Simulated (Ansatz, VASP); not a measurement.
**One calculation of CsCl, two programs**

```xyz
2
Lattice="4.1402 0.0000 0.0000 0.0000 4.1402 0.0000 0.0000 0.0000 4.1402" Properties=species:S:1:pos:R:3 pbc="T T T"
Cs    0.0000    0.0000    0.0000
Cl    2.0701    2.0701    2.0701
```

Alike in both runs: functional r2SCAN; k mesh 6 × 6 × 6; occupations gaussian, width 0.02 eV; no spin polarisation.

Ansatz relaxed the structure, and its values are those at the end. VASP's run is a single point on that final structure, the one shown.

```csv
,VASP,Ansatz
version,VASP 6.6.1,Ansatz 0.2.0
potentials or method,"VASP PAW PBE potentials, release 64 (Cs_sv, Cl), cutoff 550 eV","scalar-relativistic, plane waves, PAW"
valence electrons in the cell,16,16
```

|  | VASP | Ansatz | Ansatz less VASP |
| --- | --- | --- | --- |
| gap on the k mesh at the Fermi level (eV) | 5.91 | 5.91 | +0.003 |
| least direct gap on the mesh (eV) | 5.91 | 5.91 | +0.003 |
| pressure (GPa) | 0.0 | 0.0 | -0.04 |

VASP's potentials were made for PBE, not for r2SCAN.

Neither program's run includes spin-orbit coupling.
